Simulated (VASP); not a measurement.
# Sn (I4_1/amd) in VASP: settings compared

Aim: see how the results for Sn move with the level of theory and the settings. Levels: PBE+D4, PBE. Tasks: single point, relaxation of cell and atoms.

Everything below comes from runs of VASP 6.6.1. Logs are shortened: lines on timing, memory, paths and dates and some standing lists are left out, and cuts for length are marked.

**1. The cell of the first run**

The structure is tetragonal, space group I4_1/amd (No. 141). Conventional cell: a = 5.857 Å, b = 5.857 Å, c = 3.170 Å, α = 90.00°, β = 90.00°, γ = 90.00°. Within 4.0 Å of Sn (site symmetry -4m2) lie 10 Sn at 3.03 to 3.77 Å.

**2. Single point, PBE+D4**

The input, INCAR:

```
ALGO = Normal ; EDIFF = 1E-6
ENCUT = 520 ; GGA = PE
ISIF = 2 ; ISMEAR = -1
IVDW = 13 ; LASPH = T
LCHARG = F ; LREAL = F
LWAVE = F ; NBANDS = 21
NELM = 100 ; PREC = Accurate
SIGMA = 0.05
```

The input, KPOINTS:

```
k-points
0
Gamma
  9 9 9
```

The input, POSCAR:

```
Sn
1.0
   -2.9283603759      2.9283603759      1.5849052577
    2.9283603759     -2.9283603759      1.5849052577
    2.9283603759      2.9283603759     -1.5849052577
Sn
2
Direct
    0.0000000000      0.0000000000      0.0000000000
    0.7500000000      0.2500000000      0.5000000000
```

Potentials or basis: VASP PAW PBE potentials, release 64 (Sn_d).

Launch:

```
$ cat potpaw_PBE.64/Sn_d/POTCAR > POTCAR
$ mpirun -np 1 vasp_std > vasp.out
```

OUTCAR:

```text
EDIFF = 1E-6
   ENCUT = 520
   GGA = PE
   ISIF = 2
   ISMEAR = -1
   IVDW = 13
   LASPH = T
   LREAL = F
   NELM = 100
   PREC = Accurate

 ion  position               nearest neighbor table
   1  0.000  0.000  0.000-   2 3.03   2 3.03   2 3.03   2 3.03
   2  0.750  0.250  0.500-   1 3.03   1 3.03   1 3.03   1 3.03

  LATTYP: Found a body centered tetragonal cell.
 ALAT       =     5.8567207518
 C/A-ratio  =     0.5412261656

  Lattice vectors:

 A1 = (  -2.9283603759,   2.9283603759,   1.5849052577)
 A2 = (   2.9283603759,  -2.9283603759,   1.5849052577)
 A3 = (   2.9283603759,   2.9283603759,  -1.5849052577)

Analysis of symmetry for initial positions (statically):
=====================================================================
 Subroutine PRICEL returns:
 Original cell was already a primitive cell.

 Routine SETGRP: Setting up the symmetry group for a
 body centered tetragonal supercell.

 Subroutine GETGRP returns: Found 16 space group operations
 (whereof  8 operations were pure point group operations)
 out of a pool of 16 trial point group operations.

The static configuration has the point symmetry D_2d.
 The point group associated with its full space group is D_4h.

Analysis of symmetry for dynamics (positions and initial velocities):
=====================================================================
 Subroutine PRICEL returns:
 Original cell was already a primitive cell.

 Routine SETGRP: Setting up the symmetry group for a
 body centered tetragonal supercell.

 Subroutine GETGRP returns: Found 16 space group operations
 (whereof  8 operations were pure point group operations)
 out of a pool of 16 trial point group operations.

The dynamic configuration has the point symmetry D_2d.
 The point group associated with its full space group is D_4h.

 Subroutine INISYM returns: Found 16 space group operations
 (whereof  8 operations are pure point group operations),
 and found     1 'primitive' translations

----------------------------------------------------------------------------------------

                                     Primitive cell

  volume of cell :      54.3641

  direct lattice vectors                    reciprocal lattice vectors
    -2.928360376  2.928360376  1.584905258     0.000000000  0.170744012  0.315476271
     2.928360376 -2.928360376  1.584905258     0.170744012  0.000000000  0.315476271
     2.928360376  2.928360376 -1.584905258     0.170744012  0.170744012  0.000000000

  length of vectors
     4.434243302  4.434243302  4.434243302     0.358718267  0.358718267  0.241468498

  position of ions in fractional coordinates (direct lattice)
     0.000000000  0.000000000  0.000000000
     0.750000000  0.250000000  0.500000000

  ion indices of the primitive-cell ions
   primitive index   ion index
                 1           1
                 2           2

----------------------------------------------------------------------------------------

 KPOINTS: k-points

Automatic generation of k-mesh.
 Grid dimensions read from file:
 generate k-points for:    9    9    9

 Generating k-lattice:

  Cartesian coordinates                     Fractional coordinates (reciprocal lattice)
     0.000000000  0.018971557  0.035052919     0.111111111  0.000000000  0.000000000
     0.018971557  0.000000000  0.035052919     0.000000000  0.111111111  0.000000000
     0.018971557  0.018971557  0.000000000     0.000000000  0.000000000  0.111111111

  Length of vectors
     0.039857585  0.039857585  0.026829833

  Shift w.r.t. Gamma in fractional coordinates (k-lattice)
     0.000000000  0.000000000  0.000000000

 Subroutine IBZKPT returns following result:
 ===========================================

 Found     75 irreducible k-points:

 Following reciprocal coordinates:
            Coordinates               Weight
  0.000000  0.000000  0.000000      1.000000
  0.111111  0.000000 -0.000000      8.000000
  0.222222 -0.000000  0.000000      8.000000
  0.333333  0.000000  0.000000      8.000000
  0.444444 -0.000000  0.000000      8.000000
  0.111111  0.111111 -0.000000      8.000000
[... 16 lines left out ...]
 -0.333333  0.333333  0.000000      4.000000
  0.444444  0.444444  0.000000      8.000000
 [... further k-points ...]
   k-points           NKPTS =     75   k-points in BZ     NKDIM =     75   number of bands    NBANDS=     21
   number of dos      NEDOS =    301   number of ions     NIONS =      2
   total plane-waves  NPLWV =  46656
   dimension x,y,z NGX =    36 NGY =   36 NGZ =   36
   dimension x,y,z NGXF=    72 NGYF=   72 NGZF=   72
   ions per type =               2
   NGX,Y,Z   is equivalent  to a cutoff of  13.50, 13.50, 13.50 a.u.
   NGXF,Y,Z  is equivalent  to a cutoff of  26.99, 26.99, 26.99 a.u.
 SYSTEM =  unknown system
   PREC   = accura    normal or accurate (medium, high low for compatibility)
   ISTART =      0    job   : 0-new  1-cont  2-samecut
   ICHARG =      2    charge: 1-file 2-atom 10-const
   ISPIN  =      1    spin polarized calculation?
   LNONCOLLINEAR =      F non collinear calculations
   LSORBIT =      F    spin-orbit coupling
   LASPH  =      T    aspherical Exc in radial PAW
   ENCUT  =  520.0 eV  38.22 Ry    6.18 a.u.   8.24  8.24  8.24*2*pi/ulx,y,z
   NELM   =    100;   NELMIN=  2; NELMDL= -5     # of ELM steps
   EDIFF  = 0.1E-05   stopping-criterion for ELM
   LREAL  =      F    real-space projection
   EDIFFG = 0.1E-04   stopping-criterion for IOM
   NSW    =      0    number of steps for IOM
   IBRION =     -1    ionic relax: 0-MD 1-quasi-New 2-CG
   NFREE  =      0    steps in history (QN), initial steepest desc. (CG)
   ISIF   =      2    stress and relaxation
   ISYM   =      2    0-nonsym 1-usesym 2-fastsym
   POTIM  = 0.5000    time-step for ionic-motion
   TEBEG  =    0.0;   TEEND  =   0.0 temperature during run
   PSTRESS=    0.0 pullay stress
   NELECT =      28.0000    total number of electrons
   NUPDOWN=      -1.0000    fix difference up-down
   EMIN   =  10.00;   EMAX   =-10.00  energy-range for DOS
   EFERMI =   0.00;   METHOD = LEGACY
   ISMEAR =    -1;   SIGMA  =   0.05  broadening in eV -4-tet -1-fermi 0-gaus
   EFERMI_NEDOS =   21; number of points for ismear=-14 and -15
   IALGO  =     38    algorithm
   IMIX   =      4    mixing-type and parameters
     AMIX     =   0.40;   BMIX     =  1.00
     AMIX_MAG =   1.60;   BMIX_MAG =  1.00
  volume/ion in A,a.u.               =      27.18       183.43
  Fermi-wavevector in a.u.,A,eV,Ry     =   1.312271  2.479832 23.429968  1.722054
  Thomas-Fermi vector in A             =   2.442674
   LORBIT       =      0    0 simple, 1 ext, 2 COOP (PROOUT), +10 PAW based schemes
   GGA     = PE    functional components
   LHFCALC =     F    Hartree Fock is set to
   AEXX    =    0.0000 exact exchange contribution
   IVDW    =    13    specifies the selected vdW correction
   LEPSILON=     F    determine dielectric tensor
   LRPA    =     F    only Hartree local field effects (RPA)
 non-spin polarized calculation
  energy-cutoff  :      520.00
  volume of cell :       54.36
 maximum number of plane-waves:      1480
 NGX is ok and might be reduce to    36
   NGX = 17   NGY = 17   NGZ = 17

 number of electron      27.9999997 magnetization

 Free energy of the ion-electron system (eV)
  ---------------------------------------------------
  ext. energy  EPLUGINS =         0.00000000
  ---------------------------------------------------
  free energy    TOTEN  =        -7.59052916 eV

  energy without entropy =       -7.58270259  energy(sigma->0) =       -7.58661588

 E-fermi :   7.9723     XC(G=0): -10.2975

 val. band max:        7.9438442150   @ k =   0.4444   0.3333   0.0000
 cond. band min:       7.9829522840   @ k =  -0.2222   0.4444   0.2222
 fundamental gap:      0.0391080690
 Fermi energy:         7.9723359057

 k-point     1 :       0.0000    0.0000    0.0000
  band No.  band energies     occupation
      1     -13.6978      2.00000
      2     -13.6229      2.00000
      3     -13.5733      2.00000
      4     -13.5689      2.00000
      5     -13.4126      2.00000
      6     -13.4126      2.00000
[... 13 lines left out ...]
     20      17.7347      0.00000
     21      18.4297      0.00000

 k-point     2 :       0.1111    0.0000   -0.0000
  band No.  band energies     occupation
      1     -13.6902      2.00000
      2     -13.5978      2.00000
      3     -13.5645      2.00000
      4     -13.5399      2.00000
      5     -13.4296      2.00000
      6     -13.4258      2.00000
[... 13 lines left out ...]
     20      16.9190      0.00000
     21      16.9893      0.00000

 k-point     3 :       0.2222   -0.0000    0.0000
  band No.  band energies     occupation
      1     -13.6685      2.00000
      2     -13.5432      2.00000
      3     -13.5426      2.00000
      4     -13.4931      2.00000
      5     -13.4623      2.00000
      6     -13.4262      2.00000
[... 13 lines left out ...]
     20      15.4282      0.00000
     21      16.3910      0.00000

 k-point     4 :       0.3333    0.0000    0.0000
  band No.  band energies     occupation
      1     -13.6439      2.00000
      2     -13.5272      2.00000
      3     -13.5177      2.00000
      4     -13.5065      2.00000
      5     -13.4829      2.00000
      6     -13.4467      2.00000
[... 13 lines left out ...]
     20      14.5985      0.00000
     21      17.3660      0.00000

 k-point     5 :       0.4444   -0.0000    0.0000
  band No.  band energies     occupation
      1     -13.6266      2.00000
      2     -13.5482      2.00000
      3     -13.5375      2.00000
      4     -13.5006      2.00000
      5     -13.4707      2.00000
      6     -13.4626      2.00000
[... 13 lines left out ...]
     20      16.7381      0.00000
     21      18.1802      0.00000

 k-point     6 :       0.1111    0.1111   -0.0000
  band No.  band energies     occupation
      1     -13.6761      2.00000
      2     -13.5488      2.00000
      3     -13.5394      2.00000
      4     -13.4800      2.00000
      5     -13.4569      2.00000
      6     -13.4462      2.00000
[... 13 lines left out ...]
     20      15.4988      0.00000
     21      15.7396      0.00000

 k-point     7 :       0.2222    0.1111    0.0000
  band No.  band energies     occupation
      1     -13.6548      2.00000
      2     -13.5293      2.00000
      3     -13.5213      2.00000
      4     -13.4823      2.00000
      5     -13.4780      2.00000
      6     -13.4540      2.00000
[... 13 lines left out ...]
     20      14.8412      0.00000
     21      16.2360      0.00000
[... 291 lines left out ...]
      1     -13.6069      2.00000
      2     -13.5567      2.00000
      3     -13.5203      2.00000
      4     -13.5019      2.00000
      5     -13.4598      2.00000
      6     -13.4043      2.00000
[... 13 lines left out ...]
     20      16.1680      0.00000
     21      18.1056      0.00000

 k-point    21 :       0.4444    0.3333    0.0000
  band No.  band energies     occupation
      1     -13.5885      2.00000
      2     -13.5582      2.00000
      3     -13.5465      2.00000
      4     -13.5125      2.00000
      5     -13.4585      2.00000
      6     -13.4147      2.00000
[... 13 lines left out ...]
     20      18.1770      0.00000
     21      18.8912      0.00000

 k-point    22 :      -0.4444    0.3333    0.0000
  band No.  band energies     occupation
      1     -13.6086      2.00000
      2     -13.5900      2.00000
      3     -13.5868      2.00000
      4     -13.4891      2.00000
      5     -13.4813      2.00000
      6     -13.4085      2.00000
[... 13 lines left out ...]
     20      18.9858      0.00000
     21      19.9058      0.00000

 k-point    23 :      -0.3333    0.3333    0.0000
  band No.  band energies     occupation
      1     -13.6295      2.00000
      2     -13.6135      2.00000
      3     -13.6056      2.00000
      4     -13.5053      2.00000
      5     -13.4619      2.00000
      6     -13.3971      2.00000
[... 13 lines left out ...]
     20      17.7801      0.00000
     21      17.8734      0.00000

 k-point    24 :       0.4444    0.4444    0.0000
  band No.  band energies     occupation
      1     -13.6024      2.00000
      2     -13.6015      2.00000
      3     -13.5376      2.00000
      4     -13.5355      2.00000
      5     -13.4440      2.00000
      6     -13.4371      2.00000
[... 13 lines left out ...]
     20      18.7228      0.00000
     21      19.3085      0.00000

 [... further k-points ...]

------------------------ aborting loop because EDIFF is reached ----------------------------------------

  DFT-D4 for vdW energy calculation

  Edisp (eV):   -0.85283

  FORCE on cell =-STRESS in cart. coord.  units (eV):
  Direction    XX          YY          ZZ          XY          YZ          ZX
  --------------------------------------------------------------------------------------
  -------------------------------------------------------------------------------------
  Total      -0.01062    -0.01062    -0.02989     0.00000     0.00000     0.00000
  in kB      -0.31310    -0.31310    -0.88103     0.00000     0.00000     0.00000
  external pressure =       -0.50 kB  Pullay stress =        0.00 kB

 VOLUME and BASIS-vectors are now :
 -----------------------------------------------------------------------------
  energy-cutoff  :      520.00
  volume of cell :       54.36
      direct lattice vectors                 reciprocal lattice vectors
    -2.928360376  2.928360376  1.584905258     0.000000000  0.170744012  0.315476271
     2.928360376 -2.928360376  1.584905258     0.170744012  0.000000000  0.315476271
     2.928360376  2.928360376 -1.584905258     0.170744012  0.170744012  0.000000000

 POSITION                                       TOTAL-FORCE (eV/Angst)
 -----------------------------------------------------------------------------------
      0.00000      0.00000      0.00000        -0.000000      0.000000     -0.000000
      0.00000      2.92836      0.79245         0.000000     -0.000000      0.000000
 -----------------------------------------------------------------------------------
    total drift:                               -0.000000      0.000000     -0.000000

  FREE ENERGIE OF THE ION-ELECTRON SYSTEM (eV)
  ---------------------------------------------------
  free  energy   TOTEN  =        -8.4433582082 eV

  energy  without entropy=       -8.4355316400  energy(sigma->0) =       -8.43944492
```

Run time: 66 s. Hardware: 1 thread of Intel Xeon Platinum 8259CL at 2.50GHz (Skylake/Cascade Lake), shared host; peak memory 0.23 GiB.

What came out:

```
Free energy                : -8.4434 eV
Pressure                   : -0.1 GPa
Band gap on the k mesh     : zero (bands 14 and 15 overlap by 4.01 eV)
Dispersion energy per atom : -0.426 eV
```

Caveat: spin-orbit coupling is left out, which moves the levels of the heavy elements.

**3. Single point, PBE**

This run uses another cell than the first one, of 27.65 Å³/atom.

The input, INCAR:

```
SYSTEM = Sn
ALGO = Normal
EDIFF = 1E-7
ENCUT = 520
GGA = PE
ISIF = 2
ISMEAR = 0
LASPH = .True.
LCHARG = .False.
LREAL = .False.
LWAVE = .False.
NBANDS = 21
NELM = 80
PREC = Accurate
SIGMA = 0.019000000000000003
```

The input, KPOINTS:

```
k-points
0
Gamma
  9 9 9
  0 0 0
```

The input, POSCAR:

```
Sn
1.0
   -2.9401404553      2.9401404553      1.5993019889
    2.9401404553     -2.9401404553      1.5993019889
    2.9401404553      2.9401404553     -1.5993019889
Sn
2
Direct
    0.0000000000      0.0000000000      0.0000000000
    0.7500000000      0.2500000000      0.5000000000
```

Potentials or basis: VASP PAW PBE potentials, release 64 (Sn_d).

Launch:

```
$ cat potpaw_PBE.64/Sn_d/POTCAR > POTCAR
$ mpirun -np 1 vasp_std > vasp.out
```

It took 72 s on 1 thread of Intel Xeon Platinum 8259CL at 2.50GHz (Skylake/Cascade Lake), shared host; peak memory 0.24 GiB.

Results (log left out):

| Quantity | Value |
| --- | --- |
| Free energy | -7.5971 eV |
| Pressure | 1.4 GPa |
| Band gap on the k mesh | zero (bands 14 and 15 overlap by 3.97 eV) |

Stress tensor (GPa, compression positive):
```
1.49 0.00 0.00
0.00 1.49 0.00
0.00 0.00 1.14
```

Levels at points of the mesh, in eV from the Fermi level:
```tsv
k point	band 12	band 13	band 14	band 15	band 16	band 17
(0.00, 0.00, 0.00)	-3.71	-1.94	-1.94	2.99	6.12	6.12
```

Caveat: spin-orbit coupling is left out, which moves the levels of the heavy elements.

(Continued in part 2 of 2.)
